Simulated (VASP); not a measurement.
A run of VASP 6.6.1:

The input INCAR:

```
SYSTEM = Sn
PREC = Accurate
ENCUT = 520
EDIFF = 1E-6
ISMEAR = 0
SIGMA = 0.15
LREAL = .False.
LASPH = .True.
NELM = 60
ALGO = Fast
ISIF = 2
LWAVE = .False.
LCHARG = .False.
GGA = PS
NBANDS = 21
```

KPOINTS

```
regular mesh
0
Gamma
  24 24 24
  0 0 0
```

File POSCAR:

```
Sn
1.0
   -2.8629579481      2.8629579481      1.6394538620
    2.8629579481     -2.8629579481      1.6394538620
    2.8629579481      2.8629579481     -1.6394538620
Sn
2
Direct
    0.7500000000      0.2500000000      0.5000000000
    0.0000000000      0.0000000000      0.0000000000
```

Potentials or basis: VASP PAW PBE potentials, release 64 (Sn_d).

Command:

```console
$ cat potpaw_PBE.64/Sn_d/POTCAR > POTCAR
$ mpirun -np 1 vasp_std > vasp.out
```

Hardware: 1 thread of Intel(R) Xeon(R) 6975P-C (Granite Rapids) (shared host).

Estimate the wall time of this run.

It took 6.5 min on 1 thread of Intel(R) Xeon(R) 6975P-C (Granite Rapids), on a shared host, peak memory 0.92 GiB. Counts: scf iterations 13, k points 1063.
